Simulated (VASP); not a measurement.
KCl, 2 atoms in the cell. The structure is tetragonal, space group I4/mmm (No. 139). The conventional cell has a = 4.463 Å, b = 4.463 Å, c = 6.438 Å, α = 90.00°, β = 90.00°, γ = 90.00°. Within 4.2 Å of K (site symmetry 4/mmm) lie 6 Cl at 3.16 to 3.22 Å. Within 4.2 Å of Cl (site symmetry 4/mmm) lie 6 K at 3.16 to 3.22 Å.  This cell differs from its parent crystal: strain +0.0200 x Voigt [0, 0, 1, 0, 0, 0].

```yaml
Program: VASP 6.6.1
Task: single point
Functional: PBE
Potentials_or_basis: VASP PAW PBE potentials, release 64 (K_sv, Cl)
Cutoff: 520 eV
k_mesh: 6 × 6 × 6
Occupations: gaussian, width 0.05 eV
Spin: no spin polarisation
Dipole_correction: no
Further_INCAR_settings: ALGO = Normal; EDIFF = 1e-06; NBANDS = 15
```

Potentials or basis: VASP PAW PBE potentials, release 64 (K_sv, Cl).

Run with:

```sh
$ cat potpaw_PBE.64/K_sv/POTCAR potpaw_PBE.64/Cl/POTCAR > POTCAR
$ mpirun -np 1 vasp_std > vasp.out
```

Hardware: 1 thread of AMD EPYC 7571, on a shared host.

Task: Estimate the wall time of this run.

Result: Run time: 70 s on 1 thread of AMD EPYC 7571, on a shared host, peak memory 0.18 GiB. Counts: scf iterations 13, k points 30.
